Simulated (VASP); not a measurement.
Write the native input for VASP 6.6.1 that does the following.

```yaml
Task: electric field gradients
Functional: LDA
Potentials_or_basis: VASP PAW LDA potentials, release 64 (Sn_d, Se)
Cutoff: 400 eV
k_mesh: 9 × 9 × 9
Occupations: fermi-dirac, width 0.02 eV
Spin: no spin polarisation
Dipole_correction: no
Further_INCAR_settings: ALGO = Normal; EDIFF = 1e-08; NBANDS = 17
```

The structure of SnSe lies in POSCAR:

```
SnSe
1.0
   -0.0602000000      2.9799000000      2.9799000000
    2.9799000000     -0.0602000000      2.9799000000
    2.9799000000      2.9799000000     -0.0602000000
Sn Se
1 1
Direct
    0.0000000000      0.0000000000      0.0000000000
    0.5000000000      0.5000000000      0.5000000000
```

This cell differs from its parent crystal: equal xy, yz and zx shear strains of -2 %.

The input as run:

INCAR

```
  ALGO = Normal
  EDIFF = 1E-8
  ENCUT = 400
  GGA_COMPAT = F
  ISIF = 2
  ISMEAR = -1
  LASPH = T
  LCHARG = F
  LEFG = T
  LREAL = F
  LWAVE = F
  NBANDS = 17
  NELM = 120
  PREC = Accurate
  SIGMA = 0.02
```

KPOINTS

```
k-points
0
Gamma
  9 9 9
```

Potentials or basis: VASP PAW LDA potentials, release 64 (Sn_d, Se).

Run with:

```console
$ cat potpaw_LDA.64/Sn_d/POTCAR potpaw_LDA.64/Se/POTCAR > POTCAR
$ mpirun -np 1 vasp_std > vasp.out
```

It gave:

```json
{
 "Pressure": "-3.2 GPa",
 "Band gap on the k mesh": "0.38 eV, indirect (least direct gap 0.55 eV)"
}
```

Caveat: the cell differs from its parent crystal (equal xy, yz and zx shear strains of -2 %); without QUAD_EFG the Cq values of the log hold for a quadrupole moment of 1 mb, not for the nuclei; spin-orbit coupling is left out, which moves the levels of the heavy elements.

Wall time 50 s on 1 thread of Intel(R) Xeon(R) Platinum 8259CL CPU @ 2.50GHz (Skylake/Cascade Lake), on a shared host, peak memory 0.17 GiB.
